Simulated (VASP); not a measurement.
# AlN (P6_3/mmc) in VASP: notebook

The runs below take AlN through single point, with PBEsol.

Program: VASP 6.6.1. These are calculated values, not measurements. Logs are shortened: lines on timing, memory, paths and dates and some standing lists are left out, and cuts for length are marked.

## 1. The cell of the first run

The structure is hexagonal, space group P6_3/mmc (No. 194). The conventional cell has a = 3.391 Å, b = 3.391 Å, c = 3.925 Å, α = 90.00°, β = 90.00°, γ = 120.00°. Within 2.6 Å of Al (site symmetry -6m2) lie 5 N at 1.96 Å. N (site symmetry -6m2) has 5 Al at 1.96 Å within 2.6 Å.

## 2. Single point, PBEsol (volume 9.770 Å^3 an atom, c/a of the conventional cell 1.1574)

Contents of INCAR:

```
SYSTEM = AlN
PREC = Accurate
ENCUT = 520
EDIFF = 1E-7
ISMEAR = 0
SIGMA = 0.05
LREAL = .False.
LASPH = .True.
NELM = 60
ALGO = Normal
ISIF = 2
LWAVE = .False.
LCHARG = .False.
GGA = PS
NBANDS = 16
```

Contents of KPOINTS:

```
Automatic mesh
0
Gamma
  9 9 6
  0 0 0
```

Contents of POSCAR:

```
AlN
1.0
    3.3908462002      0.0000000000      0.0000000000
   -1.6954231001      2.9365589497      0.0000000000
    0.0000000000      0.0000000000      3.9245653921
Al N
2 2
Direct
    0.3333333333      0.6666666667      0.7500000000
    0.6666666667      0.3333333333      0.2500000000
    0.3333333333      0.6666666667      0.2500000000
    0.6666666667      0.3333333333      0.7500000000
```

Potentials or basis: VASP PAW PBE potentials, release 64 (Al, N).

Launch:

```
> cat potpaw_PBE.64/Al/POTCAR potpaw_PBE.64/N/POTCAR > POTCAR
> mpirun -np 1 vasp_std > vasp.out
```

OUTCAR:

```text
SYSTEM = AlN
   PREC = Accurate
   ENCUT = 520
   EDIFF = 1E-7
   ISMEAR = 0
   LREAL = .False.
   LASPH = .True.
   NELM = 60
   ISIF = 2
   GGA = PS

 ion  position               nearest neighbor table
   1  0.333  0.667  0.750-   4 1.96   4 1.96   4 1.96   3 1.96   3 1.96   2 2.77   2 2.77   2 2.77
                             2 2.77   2 2.77   2 2.77
   2  0.667  0.333  0.250-   3 1.96   3 1.96   3 1.96   4 1.96   4 1.96   1 2.77   1 2.77   1 2.77
                             1 2.77   1 2.77   1 2.77
   3  0.333  0.667  0.250-   2 1.96   2 1.96   2 1.96   1 1.96   1 1.96
   4  0.667  0.333  0.750-   1 1.96   1 1.96   1 1.96   2 1.96   2 1.96

  LATTYP: Found a hexagonal cell.
 ALAT       =     3.3908462002
 C/A-ratio  =     1.1574000000

  Lattice vectors:

 A1 = (   3.3908462002,   0.0000000000,   0.0000000000)
 A2 = (  -1.6954231001,   2.9365589497,   0.0000000000)
 A3 = (   0.0000000000,   0.0000000000,   3.9245653921)

Analysis of symmetry for initial positions (statically):
=====================================================================
 Subroutine PRICEL returns:
 Original cell was already a primitive cell.

 Routine SETGRP: Setting up the symmetry group for a
 hexagonal supercell.

 Subroutine GETGRP returns: Found 24 space group operations
 (whereof 12 operations were pure point group operations)
 out of a pool of 24 trial point group operations.

The static configuration has the point symmetry D_3d.
 The point group associated with its full space group is D_6h.

Analysis of symmetry for dynamics (positions and initial velocities):
=====================================================================
 Subroutine PRICEL returns:
 Original cell was already a primitive cell.

 Routine SETGRP: Setting up the symmetry group for a
 hexagonal supercell.

 Subroutine GETGRP returns: Found 24 space group operations
 (whereof 12 operations were pure point group operations)
 out of a pool of 24 trial point group operations.

The dynamic configuration has the point symmetry D_3d.
 The point group associated with its full space group is D_6h.

 Subroutine INISYM returns: Found 24 space group operations
 (whereof 12 operations are pure point group operations),
 and found     1 'primitive' translations

----------------------------------------------------------------------------------------

                                     Primitive cell

  volume of cell :      39.0785

  direct lattice vectors                    reciprocal lattice vectors
     3.390846200  0.000000000  0.000000000     0.294911636  0.170267312  0.000000000
    -1.695423100  2.936558950  0.000000000     0.000000000  0.340534625  0.000000000
     0.000000000  0.000000000  3.924565392     0.000000000  0.000000000  0.254805284

  length of vectors
     3.390846200  3.390846200  3.924565392     0.340534625  0.340534625  0.254805284

  position of ions in fractional coordinates (direct lattice)
     0.333333333  0.666666667  0.750000000
     0.666666667  0.333333333  0.250000000
     0.333333333  0.666666667  0.250000000
     0.666666667  0.333333333  0.750000000

  ion indices of the primitive-cell ions
   primitive index   ion index
                 1           1
                 2           2
                 3           3
                 4           4

----------------------------------------------------------------------------------------

 KPOINTS: Automatic mesh

Automatic generation of k-mesh.
 Grid dimensions read from file:
 generate k-points for:    9    9    6

 Generating k-lattice:

  Cartesian coordinates                     Fractional coordinates (reciprocal lattice)
     0.032767960  0.018918590  0.000000000     0.111111111  0.000000000  0.000000000
     0.000000000  0.037837181  0.000000000     0.000000000  0.111111111  0.000000000
     0.000000000  0.000000000  0.042467547     0.000000000  0.000000000  0.166666667

  Length of vectors
     0.037837181  0.037837181  0.042467547

  Shift w.r.t. Gamma in fractional coordinates (k-lattice)
     0.000000000  0.000000000  0.000000000

 Subroutine IBZKPT returns following result:
 ===========================================

 Found     48 irreducible k-points:

 Following reciprocal coordinates:
            Coordinates               Weight
  0.000000  0.000000  0.000000      1.000000
  0.111111  0.000000  0.000000      6.000000
  0.222222  0.000000  0.000000      6.000000
  0.333333  0.000000  0.000000      6.000000
  0.444444  0.000000  0.000000      6.000000
  0.111111  0.111111  0.000000      6.000000
[... 16 lines left out ...]
  0.333333  0.222222  0.166667     24.000000
  0.333333  0.333333  0.166667      4.000000
 [... further k-points ...]
   k-points           NKPTS =     48   k-points in BZ     NKDIM =     48   number of bands    NBANDS=     16
   number of dos      NEDOS =    301   number of ions     NIONS =      4
   total plane-waves  NPLWV =  23520
   dimension x,y,z NGX =    28 NGY =   28 NGZ =   30
   dimension x,y,z NGXF=    56 NGYF=   56 NGZF=   60
   ions per type =               2   2
   NGX,Y,Z   is equivalent  to a cutoff of  13.73, 13.73, 12.71 a.u.
   NGXF,Y,Z  is equivalent  to a cutoff of  27.46, 27.46, 25.42 a.u.
 SYSTEM =  AlN
   PREC   = accura    normal or accurate (medium, high low for compatibility)
   ISTART =      0    job   : 0-new  1-cont  2-samecut
   ICHARG =      2    charge: 1-file 2-atom 10-const
   ISPIN  =      1    spin polarized calculation?
   LNONCOLLINEAR =      F non collinear calculations
   LSORBIT =      F    spin-orbit coupling
   LASPH  =      T    aspherical Exc in radial PAW
   ENCUT  =  520.0 eV  38.22 Ry    6.18 a.u.   6.30  6.30  7.30*2*pi/ulx,y,z
   NELM   =     60;   NELMIN=  2; NELMDL= -5     # of ELM steps
   EDIFF  = 0.1E-06   stopping-criterion for ELM
   LREAL  =      F    real-space projection
   EDIFFG = 0.1E-05   stopping-criterion for IOM
   NSW    =      0    number of steps for IOM
   IBRION =     -1    ionic relax: 0-MD 1-quasi-New 2-CG
   NFREE  =      0    steps in history (QN), initial steepest desc. (CG)
   ISIF   =      2    stress and relaxation
   ISYM   =      2    0-nonsym 1-usesym 2-fastsym
   POTIM  = 0.5000    time-step for ionic-motion
   TEBEG  =    0.0;   TEEND  =   0.0 temperature during run
   PSTRESS=    0.0 pullay stress
   NELECT =      16.0000    total number of electrons
   NUPDOWN=      -1.0000    fix difference up-down
   EMIN   =  10.00;   EMAX   =-10.00  energy-range for DOS
   EFERMI =   0.00;   METHOD = LEGACY
   ISMEAR =     0;   SIGMA  =   0.05  broadening in eV -4-tet -1-fermi 0-gaus
   EFERMI_NEDOS =   21; number of points for ismear=-14 and -15
   IALGO  =     38    algorithm
   IMIX   =      4    mixing-type and parameters
     AMIX     =   0.40;   BMIX     =  1.00
     AMIX_MAG =   1.60;   BMIX_MAG =  1.00
  volume/ion in A,a.u.               =       9.77        65.93
  Fermi-wavevector in a.u.,A,eV,Ry     =   1.215632  2.297211 20.106153  1.477761
  Thomas-Fermi vector in A             =   2.351012
   LORBIT       =      0    0 simple, 1 ext, 2 COOP (PROOUT), +10 PAW based schemes
   GGA     = PS    functional components
   LHFCALC =     F    Hartree Fock is set to
   AEXX    =    0.0000 exact exchange contribution
   IVDW    =     0    specifies the selected vdW correction
   LEPSILON=     F    determine dielectric tensor
   LRPA    =     F    only Hartree local field effects (RPA)
 non-spin polarized calculation
 Gauss-broadening in eV      SIGMA  =   0.05
  energy-cutoff  :      520.00
  volume of cell :       39.08
 maximum number of plane-waves:      1067
 NGX is ok and might be reduce to    28
   NGX = 13   NGY = 13   NGZ = 15

 number of electron      15.9999997 magnetization

 Free energy of the ion-electron system (eV)
  ---------------------------------------------------
  ext. energy  EPLUGINS =         0.00000000
  ---------------------------------------------------
  free energy    TOTEN  =       -30.82943923 eV

  energy without entropy =      -30.82943923  energy(sigma->0) =      -30.82943923

 E-fermi :   7.8313     XC(G=0): -11.4100

 val. band max:        7.6130743836   @ k =   0.0000   0.0000   0.0000
 cond. band min:      11.1734081288   @ k =   0.0000   0.0000   0.0000
 fundamental gap:      3.5603337452
 Fermi energy:         7.8313157243

 k-point     1 :       0.0000    0.0000    0.0000
  band No.  band energies     occupation
      1      -8.9317      2.00000
      2      -4.7430      2.00000
      3       1.1989      2.00000
      4       4.3875      2.00000
      5       4.3875      2.00000
      6       6.5322      2.00000
[... 8 lines left out ...]
     15      19.5429      0.00000
     16      19.5429      0.00000

 k-point     2 :       0.1111    0.0000    0.0000
  band No.  band energies     occupation
      1      -8.7973      2.00000
      2      -4.7834      2.00000
      3       1.3365      2.00000
      4       3.9750      2.00000
      5       4.1828      2.00000
      6       6.0756      2.00000
[... 8 lines left out ...]
     15      19.1263      0.00000
     16      19.7582      0.00000

 k-point     3 :       0.2222    0.0000    0.0000
  band No.  band energies     occupation
      1      -8.4101      2.00000
      2      -4.9409      2.00000
      3       1.7367      2.00000
      4       3.0678      2.00000
      5       3.7665      2.00000
      6       5.2979      2.00000
[... 8 lines left out ...]
     15      18.5621      0.00000
     16      20.6077      0.00000

 k-point     4 :       0.3333    0.0000    0.0000
  band No.  band energies     occupation
      1      -7.8314      2.00000
      2      -5.2824      2.00000
      3       2.2307      2.00000
      4       2.3495      2.00000
      5       3.3918      2.00000
      6       4.6837      2.00000
[... 8 lines left out ...]
     15      18.7119      0.00000
     16      21.7199      0.00000
[... 324 lines left out ...]
 k-point    22 :       0.2222    0.2222    0.1667
  band No.  band energies     occupation
      1      -7.3539      2.00000
      2      -5.5613      2.00000
      3       1.6301      2.00000
      4       1.9666      2.00000
      5       3.6954      2.00000
      6       4.4520      2.00000
[... 8 lines left out ...]
     15      19.9214      0.00000
     16      21.4914      0.00000

 k-point    23 :       0.3333    0.2222    0.1667
  band No.  band energies     occupation
      1      -6.8054      2.00000
      2      -5.9216      2.00000
      3       1.3603      2.00000
      4       2.0991      2.00000
      5       2.9499      2.00000
      6       4.9116      2.00000
[... 8 lines left out ...]
     15      20.0063      0.00000
     16      21.3495      0.00000

 k-point    24 :       0.3333    0.3333    0.1667
  band No.  band energies     occupation
      1      -6.3259      2.00000
      2      -6.3259      2.00000
      3       1.2842      2.00000
      4       2.4002      2.00000
      5       2.4002      2.00000
      6       5.5254      2.00000
[... 8 lines left out ...]
     15      19.5537      0.00000
     16      21.5988      0.00000

 [... further k-points ...]
[... 5 lines left out ...]
  --------------------------------------------------------------------------------------
  -------------------------------------------------------------------------------------
  Total       -1.3571569     -1.3571569      3.1901949      0.0000000      0.0000000      0.0000000
  in kB      -55.6419376    -55.6419376    130.7944810      0.0000000      0.0000000      0.0000000
  external PRESSURE =       6.5035353 kB  Pullay stress =       0.0000000 kB

 VOLUME and BASIS-vectors are now :
 -----------------------------------------------------------------------------
  energy-cutoff  :      520.00
  volume of cell :       39.08
      direct lattice vectors                 reciprocal lattice vectors
     3.390846200  0.000000000  0.000000000     0.294911636  0.170267312  0.000000000
    -1.695423100  2.936558950  0.000000000     0.000000000  0.340534625  0.000000000
     0.000000000  0.000000000  3.924565392     0.000000000  0.000000000  0.254805284

 POSITION                                       TOTAL-FORCE (eV/Angst)
 -----------------------------------------------------------------------------------
     -0.00000      1.95771      2.94342        -0.000000     -0.000000      0.000000
      1.69542      0.97885      0.98114        -0.000000      0.000000      0.000000
     -0.00000      1.95771      0.98114         0.000000     -0.000000      0.000000
      1.69542      0.97885      2.94342        -0.000000      0.000000      0.000000
 -----------------------------------------------------------------------------------
    total drift:                                0.000000     -0.000000      0.000000

  FREE ENERGIE OF THE ION-ELECTRON SYSTEM (eV)
  ---------------------------------------------------
  free  energy   TOTEN  =       -30.8294392303 eV

  energy  without entropy=      -30.8294392303  energy(sigma->0) =      -30.82943923
```

Run time: 26 s. Hardware: 1 thread of Intel Xeon Platinum 8259CL at 2.50GHz (Skylake/Cascade Lake), shared host; peak memory 0.17 GiB.

What came out:

```yaml
Free_energy: -30.8294 eV
Pressure: 0.7 GPa
Band_gap_on_the_k_mesh: 3.56 eV, direct
```

Stress tensor (GPa, compression positive):
```
-5.56  0.00  0.00
 0.00 -5.56  0.00
 0.00  0.00 13.08
```

Caveat: the PAW data sets were made with another functional, which shifts forces and pressure a little.

## 3. Single point, PBEsol (volume 9.770 Å^3 an atom, c/a of the conventional cell 1.1951)

Contents of INCAR:

```
SYSTEM = AlN
ALGO = Normal ; EDIFF = 1E-6
ENCUT = 520 ; GGA = PS
ISIF = 2 ; ISMEAR = 0
LASPH = .TRUE. ; LCHARG = .FALSE.
LREAL = .FALSE. ; LWAVE = .FALSE.
NBANDS = 16 ; NELM = 100
PREC = Accurate ; SIGMA = 0.05
```

Contents of KPOINTS:

```
k-points
0
G
  9 9 6
  0 0 0
```

Contents of POSCAR:

```
AlN
1.0
    3.3548092798      0.0000000000      0.0000000000
   -1.6774046399      2.9053500611      0.0000000000
    0.0000000000      0.0000000000      4.0093325703
Al N
2 2
Direct
    0.3333333333      0.6666666667      0.7500000000
    0.6666666667      0.3333333333      0.2500000000
    0.3333333333      0.6666666667      0.2500000000
    0.6666666667      0.3333333333      0.7500000000
```

Potentials or basis: VASP PAW PBE potentials, release 64 (Al, N).

Launch:

```
> cat potpaw_PBE.64/Al/POTCAR potpaw_PBE.64/N/POTCAR > POTCAR
> mpirun -np 1 vasp_std > vasp.out
```

OUTCAR:

```text
SYSTEM = AlN
   EDIFF = 1E-6
   ENCUT = 520
   GGA = PS
   ISIF = 2
   ISMEAR = 0
   LASPH = .TRUE.
   LREAL = .FALSE.
   NELM = 100
   PREC = Accurate

 ion  position               nearest neighbor table
   1  0.333  0.667  0.750-   4 1.94   4 1.94   4 1.94   3 2.00   3 2.00   2 2.79   2 2.79   2 2.79
                             2 2.79   2 2.79   2 2.79
   2  0.667  0.333  0.250-   3 1.94   3 1.94   3 1.94   4 2.00   4 2.00   1 2.79   1 2.79   1 2.79
                             1 2.79   1 2.79   1 2.79
   3  0.333  0.667  0.250-   2 1.94   2 1.94   2 1.94   1 2.00   1 2.00
[... 662 lines left out ...]
  --------------------------------------------------------------------------------------
  -------------------------------------------------------------------------------------
  Total       -0.9180222     -0.9180222      1.6686677      0.0000000      0.0000000      0.0000000
  in kB      -37.6379011    -37.6379011     68.4135375      0.0000000      0.0000000      0.0000000
  external PRESSURE =      -2.2874216 kB  Pullay stress =       0.0000000 kB

 VOLUME and BASIS-vectors are now :
 -----------------------------------------------------------------------------
  energy-cutoff  :      520.00
  volume of cell :       39.08
      direct lattice vectors                 reciprocal lattice vectors
     3.354809280  0.000000000  0.000000000     0.298079538  0.172096301  0.000000000
    -1.677404640  2.905350061  0.000000000     0.000000000  0.344192603  0.000000000
     0.000000000  0.000000000  4.009332570     0.000000000  0.000000000  0.249418072

 POSITION                                       TOTAL-FORCE (eV/Angst)
 -----------------------------------------------------------------------------------
     -0.00000      1.93690      3.00700        -0.000000     -0.000000      0.000000
      1.67740      0.96845      1.00233        -0.000000     -0.000000      0.000000
     -0.00000      1.93690      1.00233         0.000000     -0.000000      0.000000
      1.67740      0.96845      3.00700        -0.000000      0.000000      0.000000
 -----------------------------------------------------------------------------------
    total drift:                                0.000000     -0.000000      0.000000

  FREE ENERGIE OF THE ION-ELECTRON SYSTEM (eV)
  ---------------------------------------------------
  free  energy   TOTEN  =       -30.9052591714 eV

  energy  without entropy=      -30.9052591714  energy(sigma->0) =      -30.90525917
```

stdout:

```text
POSCAR found type information on POSCAR AlN
 POSCAR found :  2 types and       4 ions
 scaLAPACK will be used
 -----------------------------------------------------------------------------
|                                                                             |
|                                                                             |
|     You enforced a specific xc type in the INCAR file but a different       |
|     I HOPE YOU KNOW WHAT YOU ARE DOING!                                     |
|                                                                             |
 -----------------------------------------------------------------------------

 LDA part: xc-table for (Slater+PW92), standard interpolation
 POSCAR, INCAR and KPOINTS ok, starting setup
 FFT: planning ... GRIDC
 FFT: planning ... GRID_SOFT
 FFT: planning ... GRID
 WAVECAR not read
 entering main loop
```

Wall time 22 s (1 thread of Intel Xeon Platinum 8259CL at 2.50GHz (Skylake/Cascade Lake), shared host); peak memory 0.16 GiB.

Results:

```
Free energy            : -30.9053 eV
Pressure               : -0.2 GPa
Band gap on the k mesh : 3.47 eV, direct
```

Stress tensor (GPa, compression positive):
```
-3.76  0.00  0.00
 0.00 -3.76  0.00
 0.00  0.00  6.84
```

Levels at points of the mesh, in eV from the valence-band top:
```tsv
k point	band 4	band 5	band 6	band 7	band 8	band 9	band 10	band 11	band 12	band 13
(0.00, 0.00, 0.00)	-3.27	-3.27	-1.30	-1.30	0.00	3.47	4.54	8.19	8.19	11.60
(0.00, 0.00, 0.50)	-3.59	-2.33	-2.33	-2.33	-2.33	5.87	5.87	8.26	8.26	8.26
```

Caveat: the PAW data sets were made with another functional, which shifts forces and pressure a little.

[end of part 1 of 2]
